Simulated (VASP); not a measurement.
# Lu (Im-3m) in VASP: relaxation of cell and atoms with PBE

Aim: the relaxation of cell and atoms of Lu with PBE.

Program: VASP 6.6.1. These are calculated values, not measurements. Logs are shortened: lines on timing, memory, paths and dates and some standing lists are left out, and cuts for length are marked.

**1. The cell of the first run**

Symmetry: Im-3m, No. 229, cubic system. The conventional cell has a = 3.917 Å, b = 3.917 Å, c = 3.917 Å, α = 90.00°, β = 90.00°, γ = 90.00°. Lu (site symmetry m-3m) has 14 Lu at 3.39 to 3.92 Å within 4.5 Å.

This isn't the form of Lu at room conditions, which is hcp.

**2. Relaxation of cell and atoms, PBE, target pressure -0.54 GPa, at which the enthalpy is minimised**

Input file INCAR:

```
SYSTEM = Lu
  ALGO = Normal
  EDIFF = 1E-6
  EDIFFG = -0.005
  ENCUT = 600
  GGA = PE
  IBRION = 2
  ISIF = 3
  ISMEAR = -1
  LASPH = .True.
  LCHARG = .False.
  LREAL = .False.
  LWAVE = .False.
  NELM = 100
  NSW = 32
  PREC = Accurate
  PSTRESS = -5.4
  SIGMA = 0.08
```

Input file KPOINTS:

```
k-points
0
Gamma
  14 14 14
  0 0 0
```

Input file POSCAR:

```
Lu
1.0
   -1.9582604985      1.9582604985      1.9582604985
    1.9582604985     -1.9582604985      1.9582604985
    1.9582604985      1.9582604985     -1.9582604985
Lu
1
Direct
    0.0000000000      0.0000000000      0.0000000000
```

Potentials or basis: VASP PAW PBE potentials, release 64 (Lu).

Launch:

```
$ cat potpaw_PBE.64/Lu/POTCAR > POTCAR
$ mpirun -np 1 vasp_std > vasp.out
```

OUTCAR:

```text
SYSTEM = Lu
   EDIFF = 1E-6
   EDIFFG = -0.005
   ENCUT = 600
   GGA = PE
   IBRION = 2
   ISIF = 3
   ISMEAR = -1
   LASPH = .True.
   LREAL = .False.
   NELM = 100
   NSW = 32
   PREC = Accurate
   PSTRESS = -5.4

 ion  position               nearest neighbor table
   1  0.000  0.000  0.000-

  LATTYP: Found a body centered cubic cell.
 ALAT       =     3.9165209970

  Lattice vectors:

 A1 = (  -1.9582604985,   1.9582604985,   1.9582604985)
 A2 = (   1.9582604985,  -1.9582604985,   1.9582604985)
 A3 = (   1.9582604985,   1.9582604985,  -1.9582604985)

Analysis of symmetry for initial positions (statically):
=====================================================================
 Subroutine PRICEL returns:
 Original cell was already a primitive cell.

 Routine SETGRP: Setting up the symmetry group for a
 body centered cubic supercell.

 Subroutine GETGRP returns: Found 48 space group operations
 (whereof 48 operations were pure point group operations)
 out of a pool of 48 trial point group operations.

The static configuration has the point symmetry O_h .

Analysis of symmetry for dynamics (positions and initial velocities):
=====================================================================
 Subroutine PRICEL returns:
 Original cell was already a primitive cell.

 Routine SETGRP: Setting up the symmetry group for a
 body centered cubic supercell.

 Subroutine GETGRP returns: Found 48 space group operations
 (whereof 48 operations were pure point group operations)
 out of a pool of 48 trial point group operations.

The dynamic configuration has the point symmetry O_h .

 Subroutine INISYM returns: Found 48 space group operations
 (whereof 48 operations are pure point group operations),
 and found     1 'primitive' translations

----------------------------------------------------------------------------------------

                                     Primitive cell

  volume of cell :      30.0380

  direct lattice vectors                    reciprocal lattice vectors
    -1.958260499  1.958260499  1.958260499     0.000000000  0.255328645  0.255328645
     1.958260499 -1.958260499  1.958260499     0.255328645  0.000000000  0.255328645
     1.958260499  1.958260499 -1.958260499     0.255328645  0.255328645  0.000000000
[... 98 lines left out ...]
   EFERMI_NEDOS =   21; number of points for ismear=-14 and -15
   IALGO  =     38    algorithm
   IMIX   =      4    mixing-type and parameters
     AMIX     =   0.40;   BMIX     =  1.00
     AMIX_MAG =   1.60;   BMIX_MAG =  1.00
  volume/ion in A,a.u.               =      30.04       202.71
  Fermi-wavevector in a.u.,A,eV,Ry     =   1.539918  2.910024 32.264157  2.371349
  Thomas-Fermi vector in A             =   2.646079
   LORBIT       =      0    0 simple, 1 ext, 2 COOP (PROOUT), +10 PAW based schemes
   GGA     = PE    functional components
   LHFCALC =     F    Hartree Fock is set to
   AEXX    =    0.0000 exact exchange contribution
   IVDW    =     0    specifies the selected vdW correction
   LEPSILON=     F    determine dielectric tensor
   LRPA    =     F    only Hartree local field effects (RPA)
 conjugate gradient relaxation of ions
 non-spin polarized calculation
  energy-cutoff  :      600.00
  volume of cell :       30.04
 maximum number of plane-waves:      1048
   NGX = 13   NGY = 13   NGZ = 13

--------------------------------------- Ionic step        1  -------------------------------------------

 number of electron      25.0000000 magnetization

 Free energy of the ion-electron system (eV)
  ---------------------------------------------------
  ext. energy  EPLUGINS =         0.00000000
  ---------------------------------------------------
  free energy    TOTEN  =        -4.40437451 eV

  energy without entropy =       -4.35711565  energy(sigma->0) =       -4.38074508

------------------------ aborting loop because EDIFF is reached ----------------------------------------

  FORCE on cell =-STRESS in cart. coord.  units (eV):
  Direction    XX          YY          ZZ          XY          YZ          ZX
  --------------------------------------------------------------------------------------
  -------------------------------------------------------------------------------------
  Total       -0.0326915     -0.0326915     -0.0326915     -0.0000000      0.0000000     -0.0000000
  in kB       -1.7437111     -1.7437111     -1.7437111     -0.0000000      0.0000000     -0.0000000
  external PRESSURE =       3.6562889 kB  Pullay stress =      -5.4000000 kB
[... 94 lines left out ...]
  energy  without entropy=       -4.3567177000  energy(sigma->0) =       -4.38040202

  enthalpy is  TOTEN    =        -4.5056769686 eV   P V=       -0.1015906334

[... ionic steps 4 to 7 ...]

--------------------------------------- Ionic step        8  -------------------------------------------

 number of electron      25.0000002 magnetization

------------------------ aborting loop because EDIFF is reached ----------------------------------------
[... 69 lines left out ...]
--------------------------------------- Ionic step       10  -------------------------------------------

 number of electron      25.0000002 magnetization

 Free energy of the ion-electron system (eV)
  ---------------------------------------------------
  ext. energy  EPLUGINS =         0.00000000
  ---------------------------------------------------
  free energy    TOTEN  =        -4.40398575 eV

  energy without entropy =       -4.35658681  energy(sigma->0) =       -4.38028628

 E-fermi :   2.2315     XC(G=0): -10.5063

 val. band max:        2.2256759502   @ k =   0.3571   0.1429   0.1429
 cond. band min:       2.2428728307   @ k =  -0.3571   0.3571   0.2143
 fundamental gap:      0.0171968805
 Fermi energy:         2.2315176293

 k-point     1 :       0.0000    0.0000    0.0000
  band No.  band energies     occupation
      1     -54.2483      2.00000
      2     -24.6860      2.00000
      3     -24.6860      2.00000
      4     -24.6860      2.00000
      5      -3.8296      2.00000
      6      -2.9920      2.00000
[... 433 lines left out ...]
      3     -24.9544      2.00000
      4     -24.7405      2.00000
      5      -2.9804      2.00000
      6      -2.9611      2.00000
[... 8 lines left out ...]
     15       6.5551      0.00000
     16       6.9769      0.00000

 [... further k-points ...]

------------------------ aborting loop because EDIFF is reached ----------------------------------------

  FORCE on cell =-STRESS in cart. coord.  units (eV):
  Direction    XX          YY          ZZ          XY          YZ          ZX
  --------------------------------------------------------------------------------------
  -------------------------------------------------------------------------------------
  Total       -0.1065779     -0.1065779     -0.1065779      0.0000000      0.0000000      0.0000000
  in kB       -5.6595310     -5.6595310     -5.6595310      0.0000000      0.0000000      0.0000000
  external PRESSURE =      -0.2595310 kB  Pullay stress =      -5.4000000 kB
[... 20 lines left out ...]
  energy  without entropy=       -4.3565868127  energy(sigma->0) =       -4.38028628

  enthalpy is  TOTEN    =        -4.5056762340 eV   P V=       -0.1016904827

 reached required accuracy - stopping structural energy minimisation
```

Wall time 8.4 min (1 thread of Oxide Virtual Turin-like, shared host); peak memory 0.19 GiB.

What came out:

* Free energy: -4.4040 eV
* Relaxed volume: 30.17 Å³/atom
* Relaxed cell: a = 3.397 Å, b = 3.397 Å, c = 3.397 Å, α = 109.47°, β = 109.47°, γ = 109.47°
* Space group after relaxing (to 0.1 Å): Im-3m (No. 229)
* Energy change on relaxing (the run minimises the enthalpy): +0.4 meV/atom
* Ionic steps: 10
* Pressure after relaxing: -0.6 GPa
* Band gap on the k mesh: zero (an odd number of electrons rules out a gap without spin polarisation)

Step by step:
```tsv
step	energy change (eV)	largest force (eV/Å)	pressure (GPa)	volume (Å³)
1	0.0000	0.0000	-0.17	30.04
2	0.0011	0.0000	-0.72	30.34
3	0.0003	0.0000	-0.51	30.14
4	0.0004	0.0000	-0.39	30.17
5	0.0007	0.0000	-0.66	30.25
6	0.0005	0.0000	-0.63	30.21
7	0.0005	0.0000	-0.71	30.19
8	0.0004	0.0000	-0.63	30.18
9	0.0004	0.0000	-0.64	30.17
10	0.0004	0.0000	-0.57	30.17
```

Final structure:
```yaml
crystal:
  lattice:
    - [-1.96116, 1.96116, 1.96116]
    - [1.96116, -1.96116, 1.96116]
    - [1.96116, 1.96116, -1.96116]
  atoms:
    - { symbol: Lu, position: [0.00000, 0.00000, 0.00000] }
```

Levels at points of the mesh, in eV from the Fermi level:
| k point | band 10 | band 11 | band 12 | band 13 | band 14 | band 15 |
| --- | --- | --- | --- | --- | --- | --- |
| (0.00, 0.00, 0.00) | -5.14 | -5.14 | -5.12 | 2.09 | 2.09 | 2.09 |
| (0.50, 0.00, 0.00) | -5.14 | -5.13 | -2.48 | 0.39 | 0.40 | 4.00 |
| (0.50, 0.50, 0.50) | -5.13 | -5.13 | -1.43 | -1.43 | 5.50 | 5.50 |

Caveat: the cell is relaxed towards a set pressure, so the run minimises the enthalpy, not the energy; spin-orbit coupling is left out, which moves the levels of the heavy elements.
